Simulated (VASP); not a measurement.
# Zr (P6/mmm) in VASP: further runs

Runs on Zr. Level: PBE. Tasks: single point.

Program: VASP 6.6.1. These are calculated values, not measurements. Logs are shortened: lines on timing, memory, paths and dates and some standing lists are left out, and cuts for length are marked.

### 1 The cell of the first run

It takes space group P6/mmm (No. 191, hexagonal). The conventional cell has a = 3.134 Å, b = 3.134 Å, c = 2.762 Å, α = 90.00°, β = 90.00°, γ = 120.00°. Zr (site symmetry 6/mmm) has 8 Zr at 2.76 to 3.13 Å within 3.6 Å.

### 2 Single point, PBE (Mo replaced by Zr, lengths x 1.082, strained)

The input, INCAR:

```
  PREC = Accurate
  ENCUT = 500
  EDIFF = 1E-6
  ISMEAR = 0
  SIGMA = 0.1
  LREAL = F
  LASPH = T
  NELM = 120
  ALGO = Normal
  ISIF = 2
  LWAVE = F
  LCHARG = T
  GGA = PE
  LELF = T
  LVHAR = T
  NBANDS = 12
  GGA_COMPAT = F
```

The input, KPOINTS:

```
Automatic mesh
0
Gamma
  6 6 6
```

The input, POSCAR:

```
Zr
1.0
    3.1339842389      0.0000000000      0.0000000000
   -1.5669921195      2.7141099660      0.0000000000
    0.0000000000      0.0000000000      2.7615319830
Zr
1
Direct
    0.0000000000      0.0000000000      0.5000000000
```

Potentials or basis: VASP PAW PBE potentials, release 64 (Zr_sv).

Run with:

```bash
$ cat potpaw_PBE.64/Zr_sv/POTCAR > POTCAR
$ mpirun -np 1 vasp_std > vasp.out
```

OUTCAR:

```text
PREC = Accurate
   ENCUT = 500
   EDIFF = 1E-6
   ISMEAR = 0
   LREAL = F
   LASPH = T
   NELM = 120
   ISIF = 2
   GGA = PE

 ion  position               nearest neighbor table
   1  0.000  0.000  0.500-

  LATTYP: Found a hexagonal cell.
 ALAT       =     3.1339842389
 C/A-ratio  =     0.8811569467

  Lattice vectors:

 A1 = (   3.1339842389,   0.0000000000,   0.0000000000)
 A2 = (  -1.5669921195,   2.7141099660,   0.0000000000)
 A3 = (   0.0000000000,   0.0000000000,   2.7615319830)

Analysis of symmetry for initial positions (statically):
=====================================================================
 Subroutine PRICEL returns:
 Original cell was already a primitive cell.

 Routine SETGRP: Setting up the symmetry group for a
 hexagonal supercell.

 Subroutine GETGRP returns: Found 24 space group operations
 (whereof 24 operations were pure point group operations)
 out of a pool of 24 trial point group operations.

The static configuration has the point symmetry D_6h.

Analysis of symmetry for dynamics (positions and initial velocities):
=====================================================================
 Subroutine PRICEL returns:
 Original cell was already a primitive cell.

 Routine SETGRP: Setting up the symmetry group for a
 hexagonal supercell.

 Subroutine GETGRP returns: Found 24 space group operations
 (whereof 24 operations were pure point group operations)
 out of a pool of 24 trial point group operations.

The dynamic configuration has the point symmetry D_6h.

 Subroutine INISYM returns: Found 24 space group operations
 (whereof 24 operations are pure point group operations),
 and found     1 'primitive' translations

----------------------------------------------------------------------------------------

                                     Primitive cell

  volume of cell :      23.4895

  direct lattice vectors                    reciprocal lattice vectors
     3.133984239  0.000000000  0.000000000     0.319082651  0.184222455  0.000000000
    -1.566992120  2.714109966  0.000000000     0.000000000  0.368444909  0.000000000
     0.000000000  0.000000000  2.761531983     0.000000000  0.000000000  0.362117841

  length of vectors
     3.133984239  3.133984239  2.761531983     0.368444909  0.368444909  0.362117841

  position of ions in fractional coordinates (direct lattice)
     0.000000000  0.000000000  0.500000000

  ion indices of the primitive-cell ions
   primitive index   ion index
                 1           1

----------------------------------------------------------------------------------------

 KPOINTS: Automatic mesh

Automatic generation of k-mesh.
 Grid dimensions read from file:
 generate k-points for:    6    6    6

 Generating k-lattice:

  Cartesian coordinates                     Fractional coordinates (reciprocal lattice)
     0.053180442  0.030703742  0.000000000     0.166666667  0.000000000  0.000000000
     0.000000000  0.061407485  0.000000000     0.000000000  0.166666667  0.000000000
     0.000000000  0.000000000  0.060352974     0.000000000  0.000000000  0.166666667

  Length of vectors
     0.061407485  0.061407485  0.060352974

  Shift w.r.t. Gamma in fractional coordinates (k-lattice)
     0.000000000  0.000000000  0.000000000

 Subroutine IBZKPT returns following result:
 ===========================================

 Found     28 irreducible k-points:

 Following reciprocal coordinates:
            Coordinates               Weight
  0.000000  0.000000  0.000000      1.000000
  0.166667  0.000000  0.000000      6.000000
  0.333333  0.000000  0.000000      6.000000
  0.500000 -0.000000  0.000000      3.000000
  0.166667  0.166667  0.000000      6.000000
  0.333333  0.166667  0.000000     12.000000
[... 16 lines left out ...]
  0.166667  0.000000  0.500000      6.000000
  0.333333  0.000000  0.500000      6.000000
 [... further k-points ...]
   k-points           NKPTS =     28   k-points in BZ     NKDIM =     28   number of bands    NBANDS=     12
   number of dos      NEDOS =    301   number of ions     NIONS =      1
   total plane-waves  NPLWV =  11520
   dimension x,y,z NGX =    24 NGY =   24 NGZ =   20
   dimension x,y,z NGXF=    48 NGYF=   48 NGZF=   40
   ions per type =               1
   NGX,Y,Z   is equivalent  to a cutoff of  12.73, 12.73, 12.04 a.u.
   NGXF,Y,Z  is equivalent  to a cutoff of  25.46, 25.46, 24.08 a.u.
 SYSTEM =  unknown system
   PREC   = accura    normal or accurate (medium, high low for compatibility)
   ISTART =      0    job   : 0-new  1-cont  2-samecut
   ICHARG =      2    charge: 1-file 2-atom 10-const
   ISPIN  =      1    spin polarized calculation?
   LNONCOLLINEAR =      F non collinear calculations
   LSORBIT =      F    spin-orbit coupling
   LASPH  =      T    aspherical Exc in radial PAW
   ENCUT  =  500.0 eV  36.75 Ry    6.06 a.u.   5.71  5.71  5.03*2*pi/ulx,y,z
   NELM   =    120;   NELMIN=  2; NELMDL= -5     # of ELM steps
   EDIFF  = 0.1E-05   stopping-criterion for ELM
   LREAL  =      F    real-space projection
   EDIFFG = 0.1E-04   stopping-criterion for IOM
   NSW    =      0    number of steps for IOM
   IBRION =     -1    ionic relax: 0-MD 1-quasi-New 2-CG
   NFREE  =      0    steps in history (QN), initial steepest desc. (CG)
   ISIF   =      2    stress and relaxation
   ISYM   =      2    0-nonsym 1-usesym 2-fastsym
   POTIM  = 0.5000    time-step for ionic-motion
   TEBEG  =    0.0;   TEEND  =   0.0 temperature during run
   PSTRESS=    0.0 pullay stress
   NELECT =      12.0000    total number of electrons
   NUPDOWN=      -1.0000    fix difference up-down
   EMIN   =  10.00;   EMAX   =-10.00  energy-range for DOS
   EFERMI =   0.00;   METHOD = LEGACY
   ISMEAR =     0;   SIGMA  =   0.10  broadening in eV -4-tet -1-fermi 0-gaus
   EFERMI_NEDOS =   21; number of points for ismear=-14 and -15
   IALGO  =     38    algorithm
   IMIX   =      4    mixing-type and parameters
     AMIX     =   0.40;   BMIX     =  1.00
     AMIX_MAG =   1.60;   BMIX_MAG =  1.00
  volume/ion in A,a.u.               =      23.49       158.52
  Fermi-wavevector in a.u.,A,eV,Ry     =   1.308711  2.473105 23.303037  1.712725
  Thomas-Fermi vector in A             =   2.439359
   LORBIT       =      0    0 simple, 1 ext, 2 COOP (PROOUT), +10 PAW based schemes
   GGA     = PE    functional components
   LHFCALC =     F    Hartree Fock is set to
   AEXX    =    0.0000 exact exchange contribution
   IVDW    =     0    specifies the selected vdW correction
   LEPSILON=     F    determine dielectric tensor
   LRPA    =     F    only Hartree local field effects (RPA)
 non-spin polarized calculation
 Gauss-broadening in eV      SIGMA  =   0.10
  energy-cutoff  :      500.00
  volume of cell :       23.49
 maximum number of plane-waves:       606
 NGX is ok and might be reduce to    24
   NGX = 11   NGY = 11   NGZ = 11

 number of electron      12.0000000 magnetization

 Free energy of the ion-electron system (eV)
  ---------------------------------------------------
  ext. energy  EPLUGINS =         0.00000000
  ---------------------------------------------------
  free energy    TOTEN  =        -7.99562159 eV

  energy without entropy =       -7.98638526  energy(sigma->0) =       -7.99100342

 E-fermi :   8.6404     XC(G=0): -10.9964

 val. band max:        8.6237071907   @ k =   0.3333   0.1667   0.0000
 cond. band min:       8.6454489698   @ k =   0.3333   0.1667   0.5000
 fundamental gap:      0.0217417791
 Fermi energy:         8.6404283366

 k-point     1 :       0.0000    0.0000    0.0000
  band No.  band energies     occupation
      1     -40.1083      2.00000
      2     -17.6180      2.00000
      3     -17.6180      2.00000
      4     -17.2705      2.00000
      5       3.3736      2.00000
      6       6.7367      2.00000
      7       9.6303      0.00000
      8       9.6303      0.00000
      9      14.5389      0.00000
     10      14.5389      0.00000
     11      19.1144      0.00000
     12      22.8492      0.00000

 k-point     2 :       0.1667    0.0000    0.0000
  band No.  band energies     occupation
      1     -40.0776      2.00000
      2     -17.8608      2.00000
      3     -17.6723      2.00000
      4     -17.2474      2.00000
      5       4.1552      2.00000
      6       7.0219      2.00000
      7       8.8180      0.01205
      8      10.4039      0.00000
      9      13.7467      0.00000
     10      14.4014      0.00000
     11      20.9009      0.00000
     12      22.5263      0.00000

 k-point     3 :       0.3333    0.0000    0.0000
  band No.  band energies     occupation
      1     -40.0155      2.00000
      2     -18.3222      2.00000
      3     -17.7789      2.00000
      4     -17.2010      2.00000
      5       5.5720      2.00000
      6       7.1990      2.00000
      7       8.7013      0.38928
      8      12.4518      0.00000
      9      12.5720      0.00000
     10      14.1408      0.00000
     11      18.9491      0.00000
     12      21.0961      0.00000
[... 286 lines left out ...]
 k-point    23 :       0.1667    0.0000    0.5000
  band No.  band energies     occupation
      1     -39.8330      2.00000
      2     -19.0103      2.00000
      3     -17.6530      2.00000
      4     -17.4847      2.00000
      5       7.5836      2.00000
      6       7.6484      2.00000
      7      10.1194      0.00000
      8      10.4416      0.00000
      9      11.3801      0.00000
     10      12.6705      0.00000
     11      19.4341      0.00000
     12      21.3933      0.00000

 k-point    24 :       0.3333    0.0000    0.5000
  band No.  band energies     occupation
      1     -39.7747      2.00000
      2     -18.9216      2.00000
      3     -18.0715      2.00000
      4     -17.5830      2.00000
      5       6.1339      2.00000
      6       8.0463      2.00000
      7       9.9011      0.00000
      8      11.4845      0.00000
      9      13.2598      0.00000
     10      14.1464      0.00000
     11      18.5241      0.00000
     12      20.8006      0.00000

 [... further k-points ...]
[... 5 lines left out ...]
  --------------------------------------------------------------------------------------
  -------------------------------------------------------------------------------------
  Total       -0.4682216     -0.4682216      1.6741202      0.0000000      0.0000000      0.0000000
  in kB      -31.9365258    -31.9365258    114.1886385      0.0000000      0.0000000      0.0000000
  external PRESSURE =      16.7718623 kB  Pullay stress =       0.0000000 kB

 VOLUME and BASIS-vectors are now :
 -----------------------------------------------------------------------------
  energy-cutoff  :      500.00
  volume of cell :       23.49
      direct lattice vectors                 reciprocal lattice vectors
     3.133984239  0.000000000  0.000000000     0.319082651  0.184222455  0.000000000
    -1.566992120  2.714109966  0.000000000     0.000000000  0.368444909  0.000000000
     0.000000000  0.000000000  2.761531983     0.000000000  0.000000000  0.362117841

 POSITION                                       TOTAL-FORCE (eV/Angst)
 -----------------------------------------------------------------------------------
      0.00000      0.00000      1.38077         0.000000      0.000000      0.000000
 -----------------------------------------------------------------------------------
    total drift:                               -0.000000      0.000000      0.000000

  FREE ENERGIE OF THE ION-ELECTRON SYSTEM (eV)
  ---------------------------------------------------
  free  energy   TOTEN  =        -7.9956215923 eV

  energy  without entropy=       -7.9863852551  energy(sigma->0) =       -7.99100342
```

Wall time 8.6 s (1 thread of Intel Xeon 8259CL, shared host); peak memory 0.13 GiB.

What came out:

```
Free energy            : -7.9956 eV
Pressure               : 1.7 GPa
Band gap on the k mesh : zero (band 6 reaches 9.45 eV, above the bottom of band 7 at 7.93 eV)
```

Stress tensor (GPa, compression positive):
```
-3.19  0.00  0.00
 0.00 -3.19  0.00
 0.00  0.00 11.42
```

Levels at points of the mesh, in eV from the Fermi level:
```csv
k point,band 4,band 5,band 6,band 7,band 8,band 9
"(0.00, 0.00, 0.00)",-25.91,-5.27,-1.90,0.99,0.99,5.90
"(0.50, 0.00, 0.00)",-25.82,-2.82,-1.27,0.90,3.46,5.38
"(0.00, 0.00, 0.50)",-26.08,-1.93,0.71,2.00,2.00,2.11
"(0.50, 0.00, 0.50)",-26.27,-3.05,-0.92,1.02,5.66,5.97
```

Caveat: the k points lie up to 0.39 Å⁻¹ apart; the cell differs from its parent crystal (Mo replaced by Zr, lengths x 1.082, strained).

### 3 Single point, PBE (Mo replaced by Zr, lengths x 1.082, strained)

The input, INCAR:

```
PREC = Accurate ; ENCUT = 500
EDIFF = 1E-6 ; ISMEAR = 0
SIGMA = 0.1 ; LREAL = False
LASPH = True ; NELM = 120
ALGO = Normal ; ISIF = 2
LWAVE = False ; LCHARG = True
GGA = PE ; LELF = True
LVHAR = True ; NBANDS = 12
GGA_COMPAT = False
```

The input, KPOINTS:

```
Automatic mesh
0
Gamma
  15 15 16
```

POSCAR is that of step 2.

Potentials or basis: VASP PAW PBE potentials, release 64 (Zr_sv).

Run with:

```bash
$ cat potpaw_PBE.64/Zr_sv/POTCAR > POTCAR
$ mpirun -np 1 vasp_std > vasp.out
```

Wall time 50 s (1 thread of Intel Xeon 8259CL, shared host); peak memory 0.18 GiB.

Results (log left out):

- Free energy: -8.0554 eV
- Pressure: 1.5 GPa
- Band gap on the k mesh: zero (band 6 reaches 9.56 eV, above the bottom of band 7 at 7.76 eV)

Stress tensor (GPa, compression positive):
```
-3.62  0.00  0.00
 0.00 -3.62  0.00
 0.00  0.00 11.69
```

Levels at points of the mesh, in eV from the Fermi level:
```csv
k point,band 2,band 3,band 4,band 5,band 6,band 7,band 8,band 9,band 10,band 11
"(0.00, 0.00, 0.00)",-26.11,-26.11,-25.75,-5.15,-1.76,1.12,1.12,6.05,6.05,10.59
"(0.00, 0.00, 0.50)",-27.54,-25.92,-25.92,-1.80,0.81,2.14,2.14,2.25,2.25,11.08
```

Caveat: the cell differs from its parent crystal (Mo replaced by Zr, lengths x 1.082, strained).
